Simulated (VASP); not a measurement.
The system is Cd.

```
Cd
1.0
    -1.78432    1.78432    1.78432
     1.78432   -1.78432    1.78432
     1.78432    1.78432   -1.78432
Cd
1
Direct
  0.00000 0.00000 0.00000
```

* Program: VASP 6.6.1
* Task: relaxation of cell and atoms
* Functional: PBEsol
* Dispersion: D4
* Potentials or basis: VASP PAW PBE potentials, release 64 (Cd)
* Cutoff: 600 eV
* k mesh: 10 × 10 × 10
* Occupations: methfessel-paxton, width 0.1 eV
* Spin: no spin polarisation

At the start: pressure -4.2 GPa; volume 22.72 Å³/atom.

Q: How do energy, volume and symmetry change on relaxing?

A: Over 3 steps the energy falls by 32.1 meV/atom and the volume is 20.70 Å³/atom (-8.9 %); space group Im-3m (No. 229, to 0.05 Å).

The path:
```csv
step,energy change (eV),largest force (eV/Å),pressure (GPa),volume (Å³)
1,0.0000,0.0000,-4.25,22.72
2,-0.0319,0.0000,-0.35,20.80
3,-0.0321,0.0000,-0.02,20.70
```

Final structure:
```
CELL_PARAMETERS angstrom
-1.72959 1.72959 1.72959
1.72959 -1.72959 1.72959
1.72959 1.72959 -1.72959
ATOMIC_POSITIONS crystal
Cd 0.00000 0.00000 0.00000
```

Caveat: the PAW data sets were made with another functional, which shifts forces and pressure a little; pairwise dispersion overbinds metals, which lowers pressure and volume.
